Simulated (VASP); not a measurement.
# InSi27C26 (a cell with a defect) in VASP: single point with PBE

Aim: the single point of InSi27C26 (a cell with a defect) with PBE.

Program: VASP 6.6.1. These are calculated values, not measurements. Logs are shortened: lines on timing, memory, paths and dates and some standing lists are left out, and cuts for length are marked.

### 1 The cell of the first run

The cell holds a defect, 54 atoms: a = 9.245 Å, b = 9.245 Å, c = 9.245 Å, α = 60.00°, β = 60.00°, γ = 60.00°.

### 2 Single point, PBE

The input, INCAR:

```
PREC = Accurate ; ENCUT = 520
EDIFF = 1E-6 ; ISMEAR = -1
SIGMA = 0.01 ; LREAL = Auto
LASPH = True ; NELM = 80
ALGO = Normal ; ISIF = 2
LWAVE = False ; LCHARG = True
GGA = PE ; LELF = True
LVHAR = True ; NBANDS = 146
NELECT = 226.0
```

The input, KPOINTS:

```
Automatic mesh
0
Gamma
  3 3 3
```

The input, POSCAR:

```
InSi27C26
1.0
    0.0000000000      6.5370000000      6.5370000000
    6.5370000000      0.0000000000      6.5370000000
    6.5370000000      6.5370000000      0.0000000000
Si In C
27 1 26
Direct
   -0.0173183457     -0.0173183457     -0.0173183457
   -0.0173183457     -0.0173183457      0.3852883704
    0.0001348025      0.0001348025      0.6665318642
   -0.0173183457      0.3852883704     -0.0173183457
    0.0000631097      0.3335173307      0.3335173307
    0.0000631097      0.3335173307      0.6662355621
    0.0001348025      0.6665318642      0.0001348025
    0.0000631097      0.6662355621      0.3335173307
    0.0001348025      0.6665318642      0.6665318642
    0.3852883704     -0.0173183457     -0.0173183457
    0.3335173307      0.0000631097      0.3335173307
    0.3335173307      0.0000631097      0.6662355621
    0.3335173307      0.3335173307      0.0000631097
    0.3333333333      0.3333333333      0.3333333333
    0.3335173307      0.3335173307      0.6662355621
    0.3335173307      0.6662355621      0.0000631097
    0.3335173307      0.6662355621      0.3335173307
    0.3330382617      0.6667650239      0.6667650239
    0.6665318642      0.0001348025      0.0001348025
    0.6662355621      0.0000631097      0.3335173307
    0.6665318642      0.0001348025      0.6665318642
    0.6662355621      0.3335173307      0.0000631097
    0.6662355621      0.3335173307      0.3335173307
    0.6667650239      0.3330382617      0.6667650239
    0.6665318642      0.6665318642      0.0001348025
    0.6667650239      0.6667650239      0.3330382617
    0.6667650239      0.6667650239      0.6667650239
    0.0833333333      0.0833333333      0.0833333333
    0.0847045083      0.0847045083      0.4230015247
    0.0847045083      0.0847045083      0.7409227921
    0.0847045083      0.4230015247      0.0847045083
    0.0833635136      0.4166566066      0.4166566066
    0.0847045083      0.4230015247      0.7409227921
    0.0847045083      0.7409227921      0.0847045083
    0.0847045083      0.7409227921      0.4230015247
    0.0838128714      0.7498401540      0.7498401540
    0.4230015247      0.0847045083      0.0847045083
    0.4166566066      0.0833635136      0.4166566066
    0.4230015247      0.0847045083      0.7409227921
    0.4166566066      0.4166566066      0.0833635136
    0.4166566066      0.4166566066      0.4166566066
    0.4165548273      0.4165548273      0.7501118394
    0.4230015247      0.7409227921      0.0847045083
    0.4165548273      0.7501118394      0.4165548273
    0.4165548273      0.7501118394      0.7501118394
    0.7409227921      0.0847045083      0.0847045083
    0.7409227921      0.0847045083      0.4230015247
    0.7498401540      0.0838128714      0.7498401540
    0.7409227921      0.4230015247      0.0847045083
    0.7501118394      0.4165548273      0.4165548273
    0.7501118394      0.4165548273      0.7501118394
    0.7498401540      0.7498401540      0.0838128714
    0.7501118394      0.7501118394      0.4165548273
    0.7498401540      0.7498401540      0.7498401540
```

Potentials or basis: VASP PAW PBE potentials, release 64 (Si, In_d, C).

Command:

```sh
$ cat potpaw_PBE.64/Si/POTCAR potpaw_PBE.64/In_d/POTCAR potpaw_PBE.64/C/POTCAR > POTCAR
$ mpirun -np 1 vasp_std > vasp.out
```

OUTCAR:

```text
PREC = Accurate
   ENCUT = 520
   EDIFF = 1E-6
   ISMEAR = -1
   LREAL = Auto
   LASPH = True
   NELM = 80
   ISIF = 2
   GGA = PE
   NELECT = 226.0

 ion  position               nearest neighbor table
   1  0.983  0.983  0.983-  30 1.86  34 1.86  46 1.86  28 2.28   7 2.77  19 2.77   3 2.77  20 3.11
                            22 3.11   8 3.11  12 3.11  16 3.11   6 3.11
   2  0.983  0.983  0.385-  35 1.86  47 1.86  29 1.86  28 2.28   9 2.77  21 2.77   3 2.77  11 3.11
                             5 3.11  17 3.11  23 3.11   8 3.11  20 3.11
   3  0.000  0.000  0.667-  30 1.84  29 1.84  36 1.89  48 1.89   1 2.77   2 2.77  18 3.08  24 3.08
                             6 3.08  12 3.08  11 3.08   5 3.08   7 3.08  19 3.08  21 3.08   9 3.08
   4  0.983  0.385  0.983-  33 1.86  49 1.86  31 1.86  28 2.28   9 2.77  25 2.77   7 2.77  13 3.11
                             5 3.11  23 3.11  15 3.11   6 3.11  22 3.11
   5  0.000  0.334  0.334-  29 1.88  31 1.88  32 1.88  50 1.89   6 3.08   8 3.08  14 3.08   3 3.08
                             7 3.08  24 3.08  26 3.08  13 3.08  11 3.08  23 3.09   4 3.11   2 3.11
   6  0.000  0.334  0.666-  30 1.88  33 1.88  32 1.88  51 1.89   5 3.08   8 3.08  14 3.08   3 3.08
                             9 3.08  24 3.08  27 3.08  12 3.08  15 3.08  22 3.09   1 3.11   4 3.11
   7  0.000  0.667  0.000-  34 1.84  31 1.84  36 1.89  52 1.89   1 2.77   4 2.77  18 3.08  26 3.08
                             8 3.08  16 3.08  13 3.08   5 3.08   3 3.08  19 3.08  25 3.08   9 3.08
   8  0.000  0.666  0.334-  34 1.88  35 1.88  32 1.88  53 1.89   5 3.08   6 3.08  14 3.08   7 3.08
                             9 3.08  26 3.08  27 3.08  16 3.08  17 3.08  20 3.09   1 3.11   2 3.11
   9  0.000  0.667  0.667-  33 1.84  35 1.84  36 1.89  54 1.89   2 2.77   4 2.77  18 3.08  27 3.08
[... 62 lines left out ...]
  53  0.750  0.750  0.417-   8 1.89  20 1.89  26 1.89  27 1.89
  54  0.750  0.750  0.750-  27 1.88  21 1.89  25 1.89   9 1.89

  LATTYP: Found a face centered cubic cell.
 ALAT       =    13.0740000000

  Lattice vectors:

 A1 = (   0.0000000000,   6.5370000000,   6.5370000000)
 A2 = (   6.5370000000,   0.0000000000,   6.5370000000)
 A3 = (   6.5370000000,   6.5370000000,   0.0000000000)

Analysis of symmetry for initial positions (statically):
=====================================================================
 Subroutine PRICEL returns:
 Original cell was already a primitive cell.

 Routine SETGRP: Setting up the symmetry group for a
 face centered cubic supercell.

 Subroutine GETGRP returns: Found 24 space group operations
 (whereof  6 operations were pure point group operations)
 out of a pool of 48 trial point group operations.

The static configuration has the point symmetry C_3v.
 The point group associated with its full space group is T_d .

Analysis of symmetry for dynamics (positions and initial velocities):
=====================================================================
 Subroutine PRICEL returns:
 Original cell was already a primitive cell.

 Routine SETGRP: Setting up the symmetry group for a
 face centered cubic supercell.

 Subroutine GETGRP returns: Found 24 space group operations
 (whereof  6 operations were pure point group operations)
 out of a pool of 48 trial point group operations.

The dynamic configuration has the point symmetry C_3v.
 The point group associated with its full space group is T_d .

 Subroutine INISYM returns: Found 24 space group operations
 (whereof  6 operations are pure point group operations),
 and found     1 'primitive' translations

----------------------------------------------------------------------------------------

                                     Primitive cell

  volume of cell :     558.6830

  direct lattice vectors                    reciprocal lattice vectors
     0.000000000  6.537000000  6.537000000    -0.076487685  0.076487685  0.076487685
     6.537000000  0.000000000  6.537000000     0.076487685 -0.076487685  0.076487685
     6.537000000  6.537000000  0.000000000     0.076487685  0.076487685 -0.076487685

  length of vectors
     9.244714057  9.244714057  9.244714057     0.132480557  0.132480557  0.132480557

  position of ions in fractional coordinates (direct lattice)
     0.982681654  0.982681654  0.982681654
     0.982681654  0.982681654  0.385288370
     0.000134802  0.000134802  0.666531864
     0.982681654  0.385288370  0.982681654
     0.000063110  0.333517331  0.333517331
     0.000063110  0.333517331  0.666235562
[... 46 lines left out ...]
     0.750111839  0.750111839  0.416554827
     0.749840154  0.749840154  0.749840154

  ion indices of the primitive-cell ions
   primitive index   ion index
                 1           1
                 2           2
                 3           3
                 4           4
                 5           5
                 6           6
[... 46 lines left out ...]
                53          53
                54          54

----------------------------------------------------------------------------------------

 KPOINTS: Automatic mesh

Automatic generation of k-mesh.
 Grid dimensions read from file:
 generate k-points for:    3    3    3

 Generating k-lattice:

  Cartesian coordinates                     Fractional coordinates (reciprocal lattice)
    -0.025495895  0.025495895  0.025495895     0.333333333  0.000000000  0.000000000
     0.025495895 -0.025495895  0.025495895     0.000000000  0.333333333  0.000000000
     0.025495895  0.025495895 -0.025495895     0.000000000  0.000000000  0.333333333

  Length of vectors
     0.044160186  0.044160186  0.044160186

  Shift w.r.t. Gamma in fractional coordinates (k-lattice)
     0.000000000  0.000000000  0.000000000

 Subroutine IBZKPT returns following result:
 ===========================================

 Found      4 irreducible k-points:

 Following reciprocal coordinates:
            Coordinates               Weight
  0.000000  0.000000  0.000000      1.000000
  0.333333  0.000000  0.000000      8.000000
  0.333333  0.333333  0.000000      6.000000
 -0.333333  0.333333  0.000000     12.000000
   k-points           NKPTS =      4   k-points in BZ     NKDIM =      4   number of bands    NBANDS=    146
   number of dos      NEDOS =    301   number of ions     NIONS =     54
   total plane-waves  NPLWV = 343000
   dimension x,y,z NGX =    70 NGY =   70 NGZ =   70
   dimension x,y,z NGXF=   140 NGYF=  140 NGZF=  140
   ions per type =              27   1  26
   NGX,Y,Z   is equivalent  to a cutoff of  12.59, 12.59, 12.59 a.u.
   NGXF,Y,Z  is equivalent  to a cutoff of  25.18, 25.18, 25.18 a.u.
 SYSTEM =  unknown system
   PREC   = accura    normal or accurate (medium, high low for compatibility)
   ISTART =      0    job   : 0-new  1-cont  2-samecut
   ICHARG =      2    charge: 1-file 2-atom 10-const
   ISPIN  =      1    spin polarized calculation?
   LNONCOLLINEAR =      F non collinear calculations
   LSORBIT =      F    spin-orbit coupling
   LASPH  =      T    aspherical Exc in radial PAW
   ENCUT  =  520.0 eV  38.22 Ry    6.18 a.u.  17.19 17.19 17.19*2*pi/ulx,y,z
   NELM   =     80;   NELMIN=  2; NELMDL= -5     # of ELM steps
   EDIFF  = 0.1E-05   stopping-criterion for ELM
   LREAL  =      T    real-space projection
   EDIFFG = 0.1E-04   stopping-criterion for IOM
   NSW    =      0    number of steps for IOM
   IBRION =     -1    ionic relax: 0-MD 1-quasi-New 2-CG
   NFREE  =      0    steps in history (QN), initial steepest desc. (CG)
   ISIF   =      2    stress and relaxation
   ISYM   =      2    0-nonsym 1-usesym 2-fastsym
   POTIM  = 0.5000    time-step for ionic-motion
   TEBEG  =    0.0;   TEEND  =   0.0 temperature during run
   PSTRESS=    0.0 pullay stress
   NELECT =     226.0000    total number of electrons
   NUPDOWN=      -1.0000    fix difference up-down
   EMIN   =  10.00;   EMAX   =-10.00  energy-range for DOS
   EFERMI =   0.00;   METHOD = LEGACY
   ISMEAR =    -1;   SIGMA  =   0.01  broadening in eV -4-tet -1-fermi 0-gaus
   EFERMI_NEDOS =   21; number of points for ismear=-14 and -15
   IALGO  =     38    algorithm
   IMIX   =      4    mixing-type and parameters
     AMIX     =   0.40;   BMIX     =  1.00
     AMIX_MAG =   1.60;   BMIX_MAG =  1.00
  volume/ion in A,a.u.               =      10.35        69.82
  Fermi-wavevector in a.u.,A,eV,Ry     =   1.210754  2.287993 19.945116  1.465925
  Thomas-Fermi vector in A             =   2.346291
   LORBIT       =      0    0 simple, 1 ext, 2 COOP (PROOUT), +10 PAW based schemes
   GGA     = PE    functional components
   LHFCALC =     F    Hartree Fock is set to
   AEXX    =    0.0000 exact exchange contribution
   IVDW    =     0    specifies the selected vdW correction
   LEPSILON=     F    determine dielectric tensor
   LRPA    =     F    only Hartree local field effects (RPA)
 non-spin polarized calculation
  energy-cutoff  :      520.00
  volume of cell :      558.68
 maximum number of plane-waves:     15070
 NGX is ok and might be reduce to    70
   NGX = 35   NGY = 35   NGZ = 35

 number of electron     226.0000000 magnetization

 Free energy of the ion-electron system (eV)
  ---------------------------------------------------
  ext. energy  EPLUGINS =         0.00000000
  ---------------------------------------------------
  free energy    TOTEN  =      -379.68575590 eV

  energy without entropy =     -379.68003423  energy(sigma->0) =     -379.68289507

 E-fermi :  10.1787     XC(G=0): -11.4916

 val. band max:       10.1640648204   @ k =   0.3333   0.0000   0.0000
 cond. band min:      10.2750506795   @ k =   0.0000   0.0000   0.0000
 fundamental gap:      0.1109858590
 Fermi energy:        10.1787219119

 k-point     1 :       0.0000    0.0000    0.0000
  band No.  band energies     occupation
      1      -7.1277      2.00000
      2      -5.3226      2.00000
      3      -5.3226      2.00000
      4      -5.3226      2.00000
      5      -5.1014      2.00000
      6      -5.0162      2.00000
[... 501 lines left out ...]
    124      13.2580      0.00000
    125      13.3692      0.00000
 [bands above 125 left out]

------------------------ aborting loop because EDIFF is reached ----------------------------------------

  FORCE on cell =-STRESS in cart. coord.  units (eV):
  Direction    XX          YY          ZZ          XY          YZ          ZX
  --------------------------------------------------------------------------------------
  -------------------------------------------------------------------------------------
  Total       53.2958040     53.2958040     53.2958040     -0.0000000     -0.0000000     -0.0000000
  in kB      152.8403946    152.8403946    152.8403946     -0.0000000     -0.0000000     -0.0000000
  external PRESSURE =     152.8403946 kB  Pullay stress =       0.0000000 kB

 VOLUME and BASIS-vectors are now :
 -----------------------------------------------------------------------------
  energy-cutoff  :      520.00
  volume of cell :      558.68
      direct lattice vectors                 reciprocal lattice vectors
     0.000000000  6.537000000  6.537000000    -0.076487685  0.076487685  0.076487685
     6.537000000  0.000000000  6.537000000     0.076487685 -0.076487685  0.076487685
     6.537000000  6.537000000  0.000000000     0.076487685  0.076487685 -0.076487685

 POSITION                                       TOTAL-FORCE (eV/Angst)
 -----------------------------------------------------------------------------------
     12.84758     12.84758     12.84758         0.004750      0.004750      0.004750
      8.94242      8.94242     12.84758        -0.004750     -0.004750      0.004750
      4.35800      4.35800      0.00176        -0.000000     -0.000000      0.019234
      8.94242     12.84758      8.94242        -0.004750      0.004750     -0.004750
      4.36041      2.18062      2.18062         0.005976      0.011350      0.011350
      6.53538      4.35559      2.18062        -0.011350     -0.005976      0.011350
[... 46 lines left out ...]
      7.62650      7.62650      9.80696        -0.000000     -0.000000     -0.000284
      9.80341      9.80341      9.80341         0.007055      0.007055      0.007055
 -----------------------------------------------------------------------------------
    total drift:                               -0.000021     -0.000021     -0.000021

  FREE ENERGIE OF THE ION-ELECTRON SYSTEM (eV)
  ---------------------------------------------------
  free  energy   TOTEN  =      -379.6857559043 eV

  energy  without entropy=     -379.6800342294  energy(sigma->0) =     -379.68289507
```

It took 27 min on 1 thread of Intel Xeon 8259CL, shared host; peak memory 0.81 GiB.

What came out:

```yaml
Free_energy: -379.6858 eV
Largest_force: 0.019 eV/Å
```

Forces in eV/Å, atoms in the order of the input:
```
Si   0.005  0.005  0.005
Si  -0.005 -0.005  0.005
Si   0.000  0.000  0.019
Si  -0.005  0.005 -0.005
Si   0.006  0.011  0.011
Si  -0.011 -0.006  0.011
Si   0.000  0.019  0.000
Si  -0.011  0.011 -0.006
Si  -0.019  0.000  0.000
Si   0.005 -0.005 -0.005
Si   0.011  0.006  0.011
Si  -0.006 -0.011  0.011
Si   0.011  0.011  0.006
Si   0.000  0.000  0.000
Si  -0.011 -0.011  0.006
Si  -0.006  0.011 -0.011
Si  -0.011  0.006 -0.011
Si  -0.006  0.006  0.006
Si   0.019  0.000  0.000
Si   0.011 -0.011 -0.006
Si   0.000 -0.019  0.000
Si   0.011 -0.006 -0.011
Si   0.006 -0.011 -0.011
Si   0.006 -0.006  0.006
Si   0.000  0.000 -0.019
Si   0.006  0.006 -0.006
Si  -0.006 -0.006 -0.006
In   0.000  0.000  0.000
C   -0.003 -0.003 -0.006
C    0.003  0.003 -0.006
C   -0.003 -0.006 -0.003
C    0.005 -0.005 -0.005
C    0.006  0.003 -0.003
C    0.003 -0.006  0.003
C    0.006 -0.003  0.003
C    0.007 -0.007 -0.007
C   -0.006 -0.003 -0.003
C   -0.005  0.005 -0.005
C    0.003  0.006 -0.003
C   -0.005 -0.005  0.005
C    0.005  0.005  0.005
C    0.000  0.000  0.000
C    0.003 -0.003  0.006
C    0.000  0.000  0.000
C    0.000  0.000  0.000
C   -0.006  0.003  0.003
C   -0.003  0.006  0.003
C   -0.007  0.007 -0.007
C   -0.003  0.003  0.006
C    0.000  0.000  0.000
C    0.000  0.000  0.000
C   -0.007 -0.007  0.007
C    0.000  0.000  0.000
C    0.007  0.007  0.007
```

Caveat: the cell carries a net charge on a neutralising background, which shifts energy and pressure; the cell is charged against a uniform background, so pressure and absolute levels hang on convention; spin-orbit coupling is left out, which moves the levels of the heavy elements.
